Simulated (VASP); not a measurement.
A run of VASP 6.6.1:

Contents of INCAR:

```
PREC = Accurate
ENCUT = 520
EDIFF = 1E-6
ISMEAR = 0
SIGMA = 0.1
LREAL = F
LASPH = T
NELM = 80
ALGO = Normal
ISIF = 2
LWAVE = F
LCHARG = F
GGA = PS
NBANDS = 14
```

File KPOINTS:

```
Automatic mesh
0
Gamma
  16 16 16
```

The input POSCAR:

```
Bi
1.0
   -1.9568224047      1.9568224047      1.9568224047
    1.9568224047     -1.9568224047      1.9568224047
    1.9568224047      1.9568224047     -1.9568224047
Bi
1
Direct
    0.0000000000      0.0000000000      0.0000000000
```

Potentials or basis: VASP PAW PBE potentials, release 64 (Bi_d).

The run is started by

```sh
$ cat potpaw_PBE.64/Bi_d/POTCAR > POTCAR
$ mpirun -np 1 vasp_std > vasp.out
```

Hardware: 1 thread of Intel(R) Xeon(R) Platinum 8259CL CPU @ 2.50GHz (Skylake/Cascade Lake) (shared host).

Problem. How long does it take, and how much memory?

Solution. Wall time 38 s on 1 thread of Intel(R) Xeon(R) Platinum 8259CL CPU @ 2.50GHz (Skylake/Cascade Lake), on a shared host, peak memory 0.19 GiB. Counts: scf iterations 10, k points 145.
